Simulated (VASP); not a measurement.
# Nd (Im-3m) in VASP: single point with PBEsol

Aim: the single point of Nd with PBEsol.

Program: VASP 6.6.1. These are calculated values, not measurements. Logs are shortened: lines on timing, memory, paths and dates and some standing lists are left out, and cuts for length are marked.

## Step 1: The cell of the first run

It takes space group Im-3m (No. 229, cubic). The conventional cell has a = 3.377 Å, b = 3.377 Å, c = 3.377 Å, α = 90.00°, β = 90.00°, γ = 90.00°. Within 3.9 Å of Nd (site symmetry m-3m) lie 14 Nd at 2.92 to 3.38 Å.

This isn't the form of Nd at room conditions, which is double hcp.

## Step 2: Single point, PBEsol

The input, INCAR:

```
SYSTEM = Nd
PREC     = Accurate       ! precision mode
ENCUT    = 520            ! plane-wave cutoff, eV
EDIFF    = 1E-6           ! SCF threshold, eV
ISMEAR   = -1             ! smearing method
SIGMA    = 0.13605693000000002 ! smearing width, eV
LREAL    = .FALSE.        ! projectors in reciprocal space
LASPH    = .TRUE.         ! aspherical terms in the spheres
NELM     = 100            ! most SCF steps
ALGO     = Normal         ! electronic algorithm
ISIF     = 2              ! what is computed and relaxed
LWAVE    = .FALSE.        ! write WAVECAR
LCHARG   = .FALSE.        ! write CHGCAR
GGA      = PS             ! functional
NBANDS   = 13             ! bands
```

The input, KPOINTS:

```
regular mesh
0
G
  14 14 14
  0 0 0
```

The input, POSCAR:

```
Nd
1.0
   -1.6886791028      1.6886791028      1.6886791028
    1.6886791028     -1.6886791028      1.6886791028
    1.6886791028      1.6886791028     -1.6886791028
Nd
1
Direct
    0.0000000000      0.0000000000      0.0000000000
```

Potentials or basis: VASP PAW PBE potentials, release 64 (Nd).

Started as:

```sh
cat potpaw_PBE.64/Nd/POTCAR > POTCAR
mpirun -np 1 vasp_std > vasp.out
```

OUTCAR:

```text
SYSTEM = Nd
   PREC = Accurate
   ENCUT = 520
   EDIFF = 1E-6
   ISMEAR = -1
   LREAL = .FALSE.
   LASPH = .TRUE.
   NELM = 100
   ISIF = 2
   GGA = PS

 ion  position               nearest neighbor table
   1  0.000  0.000  0.000-

  LATTYP: Found a body centered cubic cell.
 ALAT       =     3.3773582056

  Lattice vectors:

 A1 = (  -1.6886791028,   1.6886791028,   1.6886791028)
 A2 = (   1.6886791028,  -1.6886791028,   1.6886791028)
 A3 = (   1.6886791028,   1.6886791028,  -1.6886791028)

Analysis of symmetry for initial positions (statically):
=====================================================================
 Subroutine PRICEL returns:
 Original cell was already a primitive cell.

 Routine SETGRP: Setting up the symmetry group for a
 body centered cubic supercell.

 Subroutine GETGRP returns: Found 48 space group operations
 (whereof 48 operations were pure point group operations)
 out of a pool of 48 trial point group operations.

The static configuration has the point symmetry O_h .

Analysis of symmetry for dynamics (positions and initial velocities):
=====================================================================
 Subroutine PRICEL returns:
 Original cell was already a primitive cell.

 Routine SETGRP: Setting up the symmetry group for a
 body centered cubic supercell.

 Subroutine GETGRP returns: Found 48 space group operations
 (whereof 48 operations were pure point group operations)
 out of a pool of 48 trial point group operations.

The dynamic configuration has the point symmetry O_h .

 Subroutine INISYM returns: Found 48 space group operations
 (whereof 48 operations are pure point group operations),
 and found     1 'primitive' translations

----------------------------------------------------------------------------------------

                                     Primitive cell

  volume of cell :      19.2620

  direct lattice vectors                    reciprocal lattice vectors
    -1.688679103  1.688679103  1.688679103     0.000000000  0.296089410  0.296089410
     1.688679103 -1.688679103  1.688679103     0.296089410  0.000000000  0.296089410
     1.688679103  1.688679103 -1.688679103     0.296089410  0.296089410  0.000000000

  length of vectors
     2.924878004  2.924878004  2.924878004     0.418733660  0.418733660  0.418733660

  position of ions in fractional coordinates (direct lattice)
     0.000000000  0.000000000  0.000000000

  ion indices of the primitive-cell ions
   primitive index   ion index
                 1           1

----------------------------------------------------------------------------------------

 KPOINTS: regular mesh

Automatic generation of k-mesh.
 Grid dimensions read from file:
 generate k-points for:   14   14   14

 Generating k-lattice:

  Cartesian coordinates                     Fractional coordinates (reciprocal lattice)
     0.000000000  0.021149244  0.021149244     0.071428571  0.000000000  0.000000000
     0.021149244  0.000000000  0.021149244     0.000000000  0.071428571  0.000000000
     0.021149244  0.021149244  0.000000000     0.000000000  0.000000000  0.071428571

  Length of vectors
     0.029909547  0.029909547  0.029909547

  Shift w.r.t. Gamma in fractional coordinates (k-lattice)
     0.000000000  0.000000000  0.000000000

 Subroutine IBZKPT returns following result:
 ===========================================

 Found    104 irreducible k-points:

 Following reciprocal coordinates:
            Coordinates               Weight
  0.000000  0.000000  0.000000      1.000000
  0.071429  0.000000  0.000000     12.000000
  0.142857  0.000000  0.000000     12.000000
  0.214286  0.000000  0.000000     12.000000
  0.285714  0.000000  0.000000     12.000000
  0.357143  0.000000  0.000000     12.000000
[... 16 lines left out ...]
  0.285714  0.285714  0.000000     24.000000
  0.357143  0.285714  0.000000     24.000000
 [... further k-points ...]
   k-points           NKPTS =    104   k-points in BZ     NKDIM =    104   number of bands    NBANDS=     13
   number of dos      NEDOS =    301   number of ions     NIONS =      1
   total plane-waves  NPLWV =  13824
   dimension x,y,z NGX =    24 NGY =   24 NGZ =   24
   dimension x,y,z NGXF=    48 NGYF=   48 NGZF=   48
   ions per type =               1
   NGX,Y,Z   is equivalent  to a cutoff of  13.64, 13.64, 13.64 a.u.
   NGXF,Y,Z  is equivalent  to a cutoff of  27.28, 27.28, 27.28 a.u.
 SYSTEM =  Nd
   PREC   = accura    normal or accurate (medium, high low for compatibility)
   ISTART =      0    job   : 0-new  1-cont  2-samecut
   ICHARG =      2    charge: 1-file 2-atom 10-const
   ISPIN  =      1    spin polarized calculation?
   LNONCOLLINEAR =      F non collinear calculations
   LSORBIT =      F    spin-orbit coupling
   LASPH  =      T    aspherical Exc in radial PAW
   ENCUT  =  520.0 eV  38.22 Ry    6.18 a.u.   5.44  5.44  5.44*2*pi/ulx,y,z
   NELM   =    100;   NELMIN=  2; NELMDL= -5     # of ELM steps
   EDIFF  = 0.1E-05   stopping-criterion for ELM
   LREAL  =      F    real-space projection
[... 7 lines left out ...]
   TEBEG  =    0.0;   TEEND  =   0.0 temperature during run
   PSTRESS=    0.0 pullay stress
   NELECT =      14.0000    total number of electrons
   NUPDOWN=      -1.0000    fix difference up-down
   EMIN   =  10.00;   EMAX   =-10.00  energy-range for DOS
   EFERMI =   0.00;   METHOD = LEGACY
   ISMEAR =    -1;   SIGMA  =   0.14  broadening in eV -4-tet -1-fermi 0-gaus
   EFERMI_NEDOS =   21; number of points for ismear=-14 and -15
   IALGO  =     38    algorithm
   IMIX   =      4    mixing-type and parameters
     AMIX     =   0.40;   BMIX     =  1.00
     AMIX_MAG =   1.60;   BMIX_MAG =  1.00
  volume/ion in A,a.u.               =      19.26       129.99
  Fermi-wavevector in a.u.,A,eV,Ry     =   1.471918  2.781522 29.477615  2.166544
  Thomas-Fermi vector in A             =   2.586996
   LORBIT       =      0    0 simple, 1 ext, 2 COOP (PROOUT), +10 PAW based schemes
   GGA     = PS    functional components
   LHFCALC =     F    Hartree Fock is set to
   AEXX    =    0.0000 exact exchange contribution
   IVDW    =     0    specifies the selected vdW correction
   LEPSILON=     F    determine dielectric tensor
   LRPA    =     F    only Hartree local field effects (RPA)
 non-spin polarized calculation
  energy-cutoff  :      520.00
  volume of cell :       19.26
 maximum number of plane-waves:       537
 NGX is ok and might be reduce to    24
   NGX = 11   NGY = 11   NGZ = 11

 number of electron      14.0000000 magnetization

 Free energy of the ion-electron system (eV)
  ---------------------------------------------------
  ext. energy  EPLUGINS =         0.00000000
  ---------------------------------------------------
  free energy    TOTEN  =        -5.96363860 eV

  energy without entropy =       -5.52858818  energy(sigma->0) =       -5.74611339

 E-fermi :   8.9153     XC(G=0): -13.0346

 val. band max:        8.9129934981   @ k =   0.3571   0.2143   0.0000
 cond. band min:       8.9191562652   @ k =   0.4286   0.1429   0.0000
 fundamental gap:      0.0061627671
 Fermi energy:         8.9153089786

 k-point     1 :       0.0000    0.0000    0.0000
  band No.  band energies     occupation
      1     -28.5607      2.00000
      2      -6.7649      2.00000
      3      -6.7649      2.00000
      4      -6.7649      2.00000
      5       6.8697      2.00000
      6       8.5525      1.87001
      7       8.5525      1.87001
      8       8.5525      1.87001
      9       9.7347      0.00484
     10       9.7347      0.00484
     11       9.7347      0.00484
     12      10.0960      0.00034
     13      11.4264      0.00000

 k-point     2 :       0.0714    0.0000    0.0000
  band No.  band energies     occupation
      1     -28.5101      2.00000
      2      -7.0798      2.00000
      3      -6.8524      2.00000
      4      -6.7728      2.00000
      5       7.2234      1.99999
      6       8.4955      1.91260
      7       8.5454      1.87622
      8       8.5580      1.86504
      9       9.6608      0.00831
     10       9.6688      0.00784
     11       9.7139      0.00563
     12       9.9777      0.00081
     13      11.2864      0.00000

 k-point     3 :       0.1429    0.0000    0.0000
  band No.  band energies     occupation
      1     -28.3652      2.00000
      2      -7.8963      2.00000
      3      -7.0892      2.00000
      4      -6.7953      2.00000
      5       7.8513      1.99920
      6       8.5224      1.89447
      7       8.5230      1.89401
      8       8.5744      1.84902
      9       9.4964      0.02755
     10       9.5320      0.02128
     11       9.6665      0.00797
     12       9.9021      0.00142
     13      10.9287      0.00000

 k-point     4 :       0.2143    0.0000    0.0000
  band No.  band energies     occupation
      1     -28.1468      2.00000
      2      -8.9536      2.00000
      3      -7.4120      2.00000
      4      -6.8287      2.00000
      5       7.6388      1.99983
      6       8.4823      1.92037
      7       8.6001      1.82056
      8       9.0321      0.59525
      9       9.3537      0.07667
     10       9.5836      0.01461
     11       9.6242      0.01086
     12       9.8845      0.00161
     13      10.4857      0.00002

 k-point     5 :       0.2857    0.0000    0.0000
  band No.  band energies     occupation
      1     -27.8905      2.00000
      2     -10.0152      2.00000
      3      -7.7469      2.00000
      4      -6.8670      2.00000
      5       7.1534      2.00000
      6       8.4207      1.94859
      7       8.6289      1.78283
      8       9.0703      0.48492
      9       9.2705      0.13695
     10       9.6122      0.01186
     11       9.7750      0.00360
     12       9.8807      0.00166
     13      10.0765      0.00039

 k-point     6 :       0.3571    0.0000    0.0000
  band No.  band energies     occupation
      1     -27.6452      2.00000
      2     -10.9051      2.00000
      3      -8.0306      2.00000
      4      -6.9026      2.00000
      5       6.6901      2.00000
      6       8.3446      1.97029
      7       8.6528      1.74644
      8       9.0082      0.67129
      9       9.2280      0.18254
     10       9.6322      0.01024
     11       9.7733      0.00364
     12       9.7772      0.00354
     13       9.8808      0.00166

 k-point     7 :       0.4286    0.0000    0.0000
  band No.  band energies     occupation
      1     -27.4662      2.00000
      2     -11.4953      2.00000
      3      -8.2182      2.00000
      4      -6.9279      2.00000
      5       6.3708      2.00000
      6       8.2773      1.98179
      7       8.6670      1.72225
      8       8.9603      0.83603
      9       9.2092      0.20676
     10       9.5981      0.01315
     11       9.6632      0.00817
     12       9.7373      0.00474
     13       9.8817      0.00164
[... 193 lines left out ...]
 k-point    20 :       0.2143    0.2143    0.0000
  band No.  band energies     occupation
      1     -27.5832      2.00000
      2     -10.6261      2.00000
      3      -8.5372      2.00000
      4      -7.2990      2.00000
      5       7.7564      1.99960
      6       8.2822      1.98113
      7       8.9760      0.78044
      8       9.0589      0.51638
      9       9.2362      0.17284
     10       9.4627      0.03515
     11       9.6692      0.00781
     12       9.9621      0.00091
     13      10.7075      0.00000

 k-point    21 :       0.2857    0.2143    0.0000
  band No.  band energies     occupation
      1     -27.4082      2.00000
      2     -10.9603      2.00000
      3      -9.0432      2.00000
      4      -7.3799      2.00000
      5       7.6249      1.99985
      6       8.4616      1.93120
      7       8.9471      0.88377
      8       9.1383      0.32530
      9       9.3219      0.09589
     10       9.4923      0.02839
     11       9.6373      0.00987
     12       9.9449      0.00103
     13      10.4638      0.00002

 k-point    22 :       0.3571    0.2143    0.0000
  band No.  band energies     occupation
      1     -27.3080      2.00000
      2     -11.1272      2.00000
      3      -9.3426      2.00000
      4      -7.4183      2.00000
      5       7.5290      1.99992
      6       8.5896      1.83267
      7       8.9130      1.00851
      8       9.0978      0.41472
      9       9.5040      0.02607
     10       9.5482      0.01892
     11       9.6538      0.00875
     12       9.8740      0.00174
     13      10.2654      0.00010

 k-point    23 :       0.2857    0.2857    0.0000
  band No.  band energies     occupation
      1     -27.2948      2.00000
      2     -10.8802      2.00000
      3      -9.6935      2.00000
      4      -7.4617      2.00000
      5       7.6930      1.99975
      6       8.6274      1.78489
      7       8.9000      1.05612
      8       9.1347      0.33254
      9       9.5198      0.02326
     10       9.5978      0.01317
     11       9.6017      0.01280
     12       9.9987      0.00070
     13      10.7108      0.00000

 k-point    24 :       0.3571    0.2857    0.0000
  band No.  band energies     occupation
      1     -27.2537      2.00000
      2     -10.7401      2.00000
      3     -10.0411      2.00000
      4      -7.4870      2.00000
      5       7.7009      1.99973
      6       8.7230      1.60851
      7       8.8499      1.23576
      8       9.1255      0.35158
      9       9.5495      0.01873
     10       9.5668      0.01651
     11       9.7035      0.00608
     12      10.0148      0.00062
     13      10.9629      0.00000

 [... further k-points ...]
[... 5 lines left out ...]
  --------------------------------------------------------------------------------------
  -------------------------------------------------------------------------------------
  Total        0.0099113      0.0099113      0.0099113      0.0000000      0.0000000      0.0000000
  in kB        0.8244055      0.8244055      0.8244055      0.0000000      0.0000000      0.0000000
  external PRESSURE =       0.8244055 kB  Pullay stress =       0.0000000 kB

 VOLUME and BASIS-vectors are now :
 -----------------------------------------------------------------------------
  energy-cutoff  :      520.00
  volume of cell :       19.26
      direct lattice vectors                 reciprocal lattice vectors
    -1.688679103  1.688679103  1.688679103     0.000000000  0.296089410  0.296089410
     1.688679103 -1.688679103  1.688679103     0.296089410  0.000000000  0.296089410
     1.688679103  1.688679103 -1.688679103     0.296089410  0.296089410  0.000000000

 POSITION                                       TOTAL-FORCE (eV/Angst)
 -----------------------------------------------------------------------------------
      0.00000      0.00000      0.00000         0.000000      0.000000      0.000000
 -----------------------------------------------------------------------------------
    total drift:                                0.000000      0.000000      0.000000

  FREE ENERGIE OF THE ION-ELECTRON SYSTEM (eV)
  ---------------------------------------------------
  free  energy   TOTEN  =        -5.9636386003 eV

  energy  without entropy=       -5.5285881772  energy(sigma->0) =       -5.74611339
```

Run time: 56 s. Hardware: 1 thread of Intel Xeon 8259CL, shared host; peak memory 0.17 GiB.

Results:

```
Free energy            : -5.9636 eV
Pressure               : 0.1 GPa
Band gap on the k mesh : zero (bands 7 and 8 overlap by 0.69 eV)
```

Caveat: the PAW data sets were made with another functional, which shifts forces and pressure a little; spin-orbit coupling is left out, which moves the levels of the heavy elements; semilocal functionals describe open f shells poorly, which spoils levels, moments and volumes.
